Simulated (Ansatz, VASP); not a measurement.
**One calculation of Ge, two programs**

Contents of INCAR:

```
SYSTEM = Ge
PREC     = Accurate       ! precision mode
ENCUT    = 520            ! plane-wave cutoff, eV
EDIFF    = 1E-7           ! SCF threshold, eV
ISMEAR   = -1             ! smearing method
SIGMA    = 0.02           ! smearing width, eV
LREAL    = .False.        ! projectors in reciprocal space
LASPH    = .True.         ! aspherical terms in the spheres
NELM     = 80             ! most SCF steps
ALGO     = Normal         ! electronic algorithm
ISIF     = 2              ! what is computed and relaxed
LWAVE    = .False.        ! write WAVECAR
LCHARG   = .False.        ! write CHGCAR
GGA      = PE             ! functional
NBANDS   = 21             ! bands
```

KPOINTS

```
Automatic mesh
0
Gamma
  8 8 8
  0 0 0
```

File POSCAR:

```
Ge
1.0
   -0.0748217750      2.8471579424      2.8471579424
    2.8471579424     -0.0748217750      2.8471579424
    2.8471579424      2.8471579424     -0.0748217750
Ge
2
Direct
   -0.0015854870     -0.0015854870     -0.0015854870
    0.2515854870      0.2515854870      0.2515854870
```

Input for Ansatz:

```yaml
crystal:
  lattice:
    - [-0.074821775, 2.8471579424, 2.8471579424]
    - [2.8471579424, -0.074821775, 2.8471579424]
    - [2.8471579424, 2.8471579424, -0.074821775]
  atoms:
    - { symbol: Ge, position: [-0.001585487, -0.001585487, -0.001585487] }
    - { symbol: Ge, position: [0.251585487, 0.251585487, 0.251585487] }
kpoints:
  mp_grid: { grid: [8, 8, 8] }
  band_path:
    path:
      - [0.0, 0.0, 0.0]
      - [0.5, 0.0, 0.5]
      - [0.625, 0.25, 0.625]
      - [0.375, 0.375, 0.75]
      - [0.5, 0.5, 0.5]
      - [0.5, 0.25, 0.75]
      - [-0.015951, 0.0, 0.015951]
    npoints: 1
hamiltonian:
  xc: pbe
scf:
  occupations: { method: fermi_dirac, width: 0.02 }
  n_extra_bands: 4
output:
  forces: true
  stress: true
  eigenvalues: true
```

Change from the starting cell: epitaxial_111 strain +3.0%.

Alike in both runs: task single point; functional PBE; k mesh 8 × 8 × 8; occupations fermi-dirac, width 0.02 eV; no spin polarisation.

```csv
,VASP,Ansatz
version,VASP 6.6.1,Ansatz 0.2.0
potentials or method,"VASP PAW PBE potentials, release 64 (Ge_d)","plane waves, PAW"
plane-wave cutoff (eV),520,420
valence electrons in the cell,28,28
```

Ansatz gave:

| Property | Result |
| --- | --- |
| pressure (GPa) | -0.1 |
| traceless stress, the component that is largest in VASP (GPa) | 1.32 |
| rms of the force components (eV/Å) | 0.038 |

Q: Estimate VASP's values.

A: Pressure (GPa): -0.1; traceless stress, the component that is largest in VASP (GPa): 1.31; rms of the force components (eV/Å): 0.037.

Atom by atom the forces differ by 0.001 eV/Å (rms over components).
